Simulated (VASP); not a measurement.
Write the native input for VASP 6.6.1 that does the following.

- Task: single point
- Functional: PBE
- Potentials or basis: VASP PAW PBE potentials, release 64 (Sr_sv, C)
- Cutoff: 520 eV
- k mesh: 6 × 6 × 4
- Occupations: gaussian, width 0.1 eV
- Spin: no spin polarisation
- Dipole correction: no
- Further INCAR settings: ALGO = Normal; EDIFF = 1e-06; NBANDS = 19

The structure of Sr2C lies in POSCAR:

```
Sr2C
1.0
    3.3659520700      0.0000000000      0.0000000000
    0.0000000000      3.3659520700      0.0000000000
    0.0000000000      0.0000000000      6.7319041400
Sr C
2 1
Direct
    0.0000000000      0.0000000000      0.7500000000
    0.0000000000      0.0000000000      0.2500000000
    0.5000000000      0.5000000000      0.0000000000
```

These files were run (other wordings do the same):

INCAR

```
  ALGO = Normal
  EDIFF = 1E-6
  ENCUT = 520
  GGA = PE
  ISIF = 2
  ISMEAR = 0
  LASPH = T
  LCHARG = T
  LELF = T
  LREAL = F
  LVHAR = T
  LWAVE = F
  NBANDS = 19
  NELM = 100
  PREC = Accurate
  SIGMA = 0.1
```

KPOINTS

```
k-points
0
Gamma
  6 6 4
```

Potentials or basis: VASP PAW PBE potentials, release 64 (Sr_sv, C).

Launch:

```sh
$ cat potpaw_PBE.64/Sr_sv/POTCAR potpaw_PBE.64/C/POTCAR > POTCAR
$ mpirun -np 1 vasp_std > vasp.out
```

It gave:

```json
{
  "Pressure": "0.4 GPa",
  "Largest force": "1.588 eV/Å",
  "Band gap on the k mesh": "zero (band 12 reaches 3.80 eV, above the bottom of band 13 at 2.85 eV)"
}
```

Caveat: forces of over 1 eV/Å act on the atoms, so gaps and moduli don't describe the material at rest.

It took 24 s on 1 thread of Intel(R) Xeon(R) 6975P-C (Granite Rapids), with other jobs on the host, peak memory 0.2 GiB.
